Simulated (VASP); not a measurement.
# LiH (I4/mmm) in VASP: a series of runs

Runs on LiH. Level: LDA. Tasks: single point.

Program: VASP 6.6.1. These are calculated values, not measurements. Logs are shortened: lines on timing, memory, paths and dates and some standing lists are left out, and cuts for length are marked.

### Step 1. The cell of the first run

The structure is tetragonal, space group I4/mmm (No. 139). Conventional cell: a = 2.874 Å, b = 2.874 Å, c = 3.740 Å, α = 90.00°, β = 90.00°, γ = 90.00°. Li (site symmetry 4/mmm) has 6 H at 1.87 to 2.03 Å within 2.5 Å. Within 2.5 Å of H (site symmetry 4/mmm) lie 6 Li at 1.87 to 2.03 Å.

### Step 2. Single point, LDA (strain +0.000 along x and y, -0.080 along z)

INCAR

```
PREC = Accurate
ENCUT = 520
EDIFF = 1E-7
ISMEAR = 0
SIGMA = 0.05
LREAL = False
LASPH = True
NELM = 100
ALGO = Normal
ISIF = 2
LWAVE = False
LCHARG = True
GGA = CA
LELF = True
LVHAR = True
NBANDS = 9
```

KPOINTS

```
regular mesh
0
Gamma
  10 10 10
```

POSCAR

```
LiH
1.0
    0.0000000000      2.0325000000      1.8699000000
    2.0325000000      0.0000000000      1.8699000000
    2.0325000000      2.0325000000      0.0000000000
Li H
1 1
Direct
    0.0000000000      0.0000000000      0.0000000000
    0.5000000000      0.5000000000      0.5000000000
```

Potentials or basis: VASP PAW LDA potentials, release 64 (Li_sv, H).

Started as:

```console
> cat potpaw_LDA.64/Li_sv/POTCAR potpaw_LDA.64/H/POTCAR > POTCAR
> mpirun -np 1 vasp_std > vasp.out
```

OUTCAR:

```text
PREC = Accurate
   ENCUT = 520
   EDIFF = 1E-7
   ISMEAR = 0
   LREAL = False
   LASPH = True
   NELM = 100
   ISIF = 2
   GGA = CA

 ion  position               nearest neighbor table
   1  0.000  0.000  0.000-
   2  0.500  0.500  0.500-

  LATTYP: Found a body centered tetragonal cell.
 ALAT       =     2.8743890655
 C/A-ratio  =     1.3010764774

  Lattice vectors:

 A1 = (   0.0000000000,  -2.0325000000,  -1.8699000000)
 A2 = (   0.0000000000,   2.0325000000,  -1.8699000000)
 A3 = (   2.0325000000,   0.0000000000,   1.8699000000)

Analysis of symmetry for initial positions (statically):
=====================================================================
 Subroutine PRICEL returns:
 Original cell was already a primitive cell.

 Routine SETGRP: Setting up the symmetry group for a
 body centered tetragonal supercell.

 Subroutine GETGRP returns: Found 16 space group operations
 (whereof 16 operations were pure point group operations)
 out of a pool of 16 trial point group operations.

The static configuration has the point symmetry D_4h.

Analysis of symmetry for dynamics (positions and initial velocities):
=====================================================================
 Subroutine PRICEL returns:
 Original cell was already a primitive cell.

 Routine SETGRP: Setting up the symmetry group for a
 body centered tetragonal supercell.

 Subroutine GETGRP returns: Found 16 space group operations
 (whereof 16 operations were pure point group operations)
 out of a pool of 16 trial point group operations.

The dynamic configuration has the point symmetry D_4h.

 Subroutine INISYM returns: Found 16 space group operations
 (whereof 16 operations are pure point group operations),
 and found     1 'primitive' translations

----------------------------------------------------------------------------------------

                                     Primitive cell

  volume of cell :      15.4493

  direct lattice vectors                    reciprocal lattice vectors
     0.000000000  2.032500000  1.869900000    -0.246002460  0.246002460  0.267393978
     2.032500000  0.000000000  1.869900000     0.246002460 -0.246002460  0.267393978
     2.032500000  2.032500000  0.000000000     0.246002460  0.246002460 -0.267393978

  length of vectors
     2.761807788  2.761807788  2.874389066     0.438786919  0.438786919  0.438786919

  position of ions in fractional coordinates (direct lattice)
     0.000000000  0.000000000  0.000000000
     0.500000000  0.500000000  0.500000000

[... 76 lines left out ...]
   EDIFF  = 0.1E-06   stopping-criterion for ELM
   LREAL  =      F    real-space projection
   EDIFFG = 0.1E-05   stopping-criterion for IOM
   NSW    =      0    number of steps for IOM
   IBRION =     -1    ionic relax: 0-MD 1-quasi-New 2-CG
   NFREE  =      0    steps in history (QN), initial steepest desc. (CG)
   ISIF   =      2    stress and relaxation
   ISYM   =      2    0-nonsym 1-usesym 2-fastsym
   POTIM  = 0.5000    time-step for ionic-motion
   TEBEG  =    0.0;   TEEND  =   0.0 temperature during run
   PSTRESS=    0.0 pullay stress
   NELECT =       4.0000    total number of electrons
   NUPDOWN=      -1.0000    fix difference up-down
   EMIN   =  10.00;   EMAX   =-10.00  energy-range for DOS
   EFERMI =   0.00;   METHOD = LEGACY
   ISMEAR =     0;   SIGMA  =   0.05  broadening in eV -4-tet -1-fermi 0-gaus
   EFERMI_NEDOS =   21; number of points for ismear=-14 and -15
   IALGO  =     38    algorithm
   IMIX   =      4    mixing-type and parameters
     AMIX     =   0.40;   BMIX     =  1.00
     AMIX_MAG =   1.60;   BMIX_MAG =  1.00
  volume/ion in A,a.u.               =       7.72        52.13
  Fermi-wavevector in a.u.,A,eV,Ry     =   1.043418  1.971774 14.812951  1.088721
  Thomas-Fermi vector in A             =   2.178126
   LORBIT       =      0    0 simple, 1 ext, 2 COOP (PROOUT), +10 PAW based schemes
   GGA     = CA    functional components
   LHFCALC =     F    Hartree Fock is set to
   AEXX    =    0.0000 exact exchange contribution
   IVDW    =     0    specifies the selected vdW correction
   LEPSILON=     F    determine dielectric tensor
   LRPA    =     F    only Hartree local field effects (RPA)
 non-spin polarized calculation
 Gauss-broadening in eV      SIGMA  =   0.05
  energy-cutoff  :      520.00
  volume of cell :       15.45
 maximum number of plane-waves:       431
 NGX is ok and might be reduce to    24
   NGX = 11   NGY = 11   NGZ = 11

 number of electron       3.9999996 magnetization

 Free energy of the ion-electron system (eV)
  ---------------------------------------------------
  ext. energy  EPLUGINS =         0.00000000
  ---------------------------------------------------
  free energy    TOTEN  =        -6.47522564 eV

  energy without entropy =       -6.47522564  energy(sigma->0) =       -6.47522564

 E-fermi :   1.2906     XC(G=0):  -8.9372

 val. band max:        0.8300217357   @ k =   0.5000   0.5000   0.0000
 cond. band min:       2.6074168635   @ k =   0.5000   0.0000   0.5000
 fundamental gap:      1.7773951278
 Fermi energy:         1.2905536932

 k-point     1 :       0.0000    0.0000    0.0000
  band No.  band energies     occupation
      1     -43.0250      2.00000
      2      -5.2946      2.00000
      3      16.9065      0.00000
      4      17.7872      0.00000
      5      18.5289      0.00000
      6      18.5289      0.00000
      7      23.0833      0.00000
      8      23.0833      0.00000
      9      23.5567      0.00000
[... 265 lines left out ...]
 k-point    24 :       0.4000    0.3000    0.0000
  band No.  band energies     occupation
      1     -42.9523      2.00000
      2      -1.9064      2.00000
      3       7.8170      0.00000
      4      10.2733      0.00000
      5      11.2159      0.00000
      6      15.9175      0.00000
      7      17.7350      0.00000
      8      29.7286      0.00000
      9      30.6073      0.00000

 [... further k-points ...]
[... 5 lines left out ...]
  --------------------------------------------------------------------------------------
  -------------------------------------------------------------------------------------
  Total       -0.3349132     -0.3349132      0.3682206      0.0000000      0.0000000      0.0000000
  in kB      -34.7322839    -34.7322839     38.1864401      0.0000000      0.0000000      0.0000000
  external PRESSURE =     -10.4260426 kB  Pullay stress =       0.0000000 kB

 VOLUME and BASIS-vectors are now :
 -----------------------------------------------------------------------------
  energy-cutoff  :      520.00
  volume of cell :       15.45
      direct lattice vectors                 reciprocal lattice vectors
     0.000000000  2.032500000  1.869900000    -0.246002460  0.246002460  0.267393978
     2.032500000  0.000000000  1.869900000     0.246002460 -0.246002460  0.267393978
     2.032500000  2.032500000  0.000000000     0.246002460  0.246002460 -0.267393978

 POSITION                                       TOTAL-FORCE (eV/Angst)
 -----------------------------------------------------------------------------------
      0.00000      0.00000      0.00000         0.000000     -0.000000     -0.000000
      2.03250      2.03250      1.86990        -0.000000      0.000000      0.000000
 -----------------------------------------------------------------------------------
    total drift:                                0.000000     -0.000000     -0.000000

  FREE ENERGIE OF THE ION-ELECTRON SYSTEM (eV)
  ---------------------------------------------------
  free  energy   TOTEN  =        -6.4752256416 eV

  energy  without entropy=       -6.4752256416  energy(sigma->0) =       -6.47522564
```

OSZICAR:

```text
N       E                     dE             d eps       ncg     rms          rms(c)
DAV:   1    -0.243393652899E+01   -0.24339E+01   -0.14423E+03  1860   0.398E+02
DAV:   2    -0.669162243520E+01   -0.42577E+01   -0.42214E+01  2597   0.529E+01
DAV:   3    -0.673771820038E+01   -0.46096E-01   -0.46081E-01  2230   0.475E+00
DAV:   4    -0.673788094535E+01   -0.16274E-03   -0.16272E-03  2574   0.271E-01
DAV:   5    -0.673788158498E+01   -0.63963E-06   -0.63964E-06  2205   0.120E-02    0.286E+00
DAV:   6    -0.654083660970E+01    0.19704E+00   -0.17123E-01  2109   0.121E+00    0.141E+00
DAV:   7    -0.647450174048E+01    0.66335E-01   -0.20409E-01  2258   0.144E+00    0.208E-01
DAV:   8    -0.647528882131E+01   -0.78708E-03   -0.35545E-03  2045   0.412E-01    0.465E-02
DAV:   9    -0.647522549186E+01    0.63329E-04   -0.21504E-04  2464   0.570E-02    0.476E-03
DAV:  10    -0.647522557611E+01   -0.84253E-07   -0.47156E-06  2164   0.160E-02    0.315E-03
DAV:  11    -0.647522564156E+01   -0.65441E-07   -0.98170E-08  2317   0.144E-03
   1 F= -.64752256E+01 E0= -.64752256E+01  d E =-.404244E-41
```

stdout:

```text
POSCAR found type information on POSCAR LiH
 POSCAR found :  2 types and       2 ions
 scaLAPACK will be used
 LDA part: xc-table for (Slater(with rela. corr.)+CA(PZ))
 , standard interpolation
 POSCAR, INCAR and KPOINTS ok, starting setup
 FFT: planning ... GRIDC
 FFT: planning ... GRID_SOFT
 FFT: planning ... GRID
 WAVECAR not read
 entering main loop
```

Run time: 8.8 s. Hardware: 1 thread of Intel Xeon 6975P-C, shared host; peak memory 0.13 GiB.

Results:

| Item | Value |
| --- | --- |
| Free energy | -6.4752 eV |
| Band gap on the k mesh | 1.78 eV, indirect (least direct gap 2.41 eV) |

Caveat: the cell differs from its parent crystal (strain +0.000 along x and y, -0.080 along z); the cutoff is under 1.25 times the usual one of these potentials, so pressure, stress and relaxed cells hold a basis-set (Pulay) error. A k mesh can miss the band edges.

### Step 3. Single point, LDA (strain -0.040 along x and y, +0.080 along z)

INCAR

```
PREC     = Accurate       # precision mode
ENCUT    = 520            # plane-wave cutoff, eV
EDIFF    = 1E-6           # SCF threshold, eV
ISMEAR   = 0              # smearing method
SIGMA    = 0.05           # smearing width, eV
LREAL    = False          # projectors in reciprocal space
LASPH    = True           # aspherical terms in the spheres
NELM     = 100            # most SCF steps
ALGO     = Normal         # electronic algorithm
ISIF     = 2              # what is computed and relaxed
LWAVE    = False          # write WAVECAR
LCHARG   = True           # write CHGCAR
LELF     = True           # ELF
LVHAR    = True         
NBANDS   = 9              # bands
```

KPOINTS is that of step 2.

POSCAR

```
LiH
1.0
    0.0000000000      1.9512000000      2.1951000000
    1.9512000000      0.0000000000      2.1951000000
    1.9512000000      1.9512000000      0.0000000000
Li H
1 1
Direct
    0.0000000000      0.0000000000      0.0000000000
    0.5000000000      0.5000000000      0.5000000000
```

Potentials or basis: VASP PAW LDA potentials, release 64 (Li_sv, H).

Started as:

```console
> cat potpaw_LDA.64/Li_sv/POTCAR potpaw_LDA.64/H/POTCAR > POTCAR
> mpirun -np 1 vasp_std > vasp.out
```

It took 6.7 s on 1 thread of Intel Xeon Platinum 8375C at 2.90GHz (Ice Lake), shared host; peak memory 0.13 GiB.

The run converged. Its results:

```
Free energy            : -6.4462 eV
Band gap on the k mesh : 1.42 eV, indirect (least direct gap 2.37 eV)
```

Levels at points of the mesh, in eV from the valence-band top:
```tsv
k point	band 1	band 2	band 3	band 4	band 5	band 6
(0.00, 0.00, 0.00)	-43.80	-5.71	14.97	16.54	16.54	17.29
(0.50, 0.00, 0.00)	-43.75	-2.97	4.30	12.00	15.43	16.51
(0.50, 0.50, 0.00)	-43.75	-0.95	1.42	11.18	11.18	14.38
(0.50, 0.00, 0.50)	-43.73	0.00	2.86	8.91	9.94	12.69
```

Caveat: the cell differs from its parent crystal (strain -0.040 along x and y, +0.080 along z); the cutoff is under 1.25 times the usual one of these potentials, so pressure, stress and relaxed cells hold a basis-set (Pulay) error. A k mesh can miss the band edges.

### Step 4. Single point, LDA (strain +0.040 along x and y, -0.080 along z)

INCAR

```
PREC = Accurate
ENCUT = 520
EDIFF = 1E-7
ISMEAR = 0
SIGMA = 0.05
LREAL = F
LASPH = T
NELM = 80
ALGO = Normal
ISIF = 2
LWAVE = F
LCHARG = F
GGA = CA
NBANDS = 9
```

KPOINTS

```
Automatic mesh
0
Gamma
  10 10 10
```

POSCAR

```
LiH
1.0
    0.0000000000      2.1138000000      1.8699000000
    2.1138000000      0.0000000000      1.8699000000
    2.1138000000      2.1138000000      0.0000000000
Li H
1 1
Direct
    0.0000000000      0.0000000000      0.0000000000
    0.5000000000      0.5000000000      0.5000000000
```

Started as:

```console
> cat potpaw_LDA.64/Li_sv/POTCAR potpaw_LDA.64/H/POTCAR > POTCAR
> mpirun -np 1 vasp_std > vasp.out
```

Wall time 7.2 s (1 thread of Intel Xeon Platinum 8375C at 2.90GHz (Ice Lake), shared host); peak memory 0.12 GiB.

It converged, with:

```
Free energy            : -6.4393 eV
Band gap on the k mesh : 1.56 eV, indirect (least direct gap 2.44 eV)
```

Levels at points of the mesh, in eV from the valence-band top:
| k point | band 1 | band 2 | band 3 | band 4 | band 5 | band 6 | band 7 |
| --- | --- | --- | --- | --- | --- | --- | --- |
| (0.00, 0.00, 0.00) | -44.06 | -5.98 | 14.77 | 15.88 | 16.92 | 16.92 | 21.21 |
| (0.50, 0.00, 0.00) | -44.01 | -3.23 | 4.04 | 12.02 | 14.02 | 16.61 | 17.18 |
| (0.50, 0.50, 0.00) | -43.99 | 0.00 | 3.25 | 8.43 | 8.43 | 11.69 | 15.52 |
| (0.50, 0.00, 0.50) | -44.00 | -0.88 | 1.56 | 9.90 | 10.95 | 13.67 | 16.21 |

Caveat: the cell differs from its parent crystal (strain +0.040 along x and y, -0.080 along z); the cutoff is under 1.25 times the usual one of these potentials, so pressure, stress and relaxed cells hold a basis-set (Pulay) error. A k mesh can miss the band edges.

### Step 5. Overview

```tsv
cell	gap on the mesh (eV)
a = 2.762, b = 2.762, c = 2.874 Å, angles 58.6, 58.6, 62.7°, 2 atoms	1.78
a = 2.937, b = 2.937, c = 2.759 Å, angles 62.0, 62.0, 56.0°, 2 atoms	1.42
a = 2.822, b = 2.822, c = 2.989 Å, angles 58.0, 58.0, 64.0°, 2 atoms	1.56
```

Alike in all rows: task single point; level LDA; potentials or basis VASP PAW LDA potentials, release 64 (Li_sv, H); no spin polarisation; k mesh 10 × 10 × 10; cutoff (eV) 520; smearing gaussian 0.05 eV.

Caveats: the cutoff is under 1.25 times the usual one of these potentials, so pressure, stress and relaxed cells hold a basis-set (Pulay) error.

Absolute energies hang on the potentials; compare differences alone.
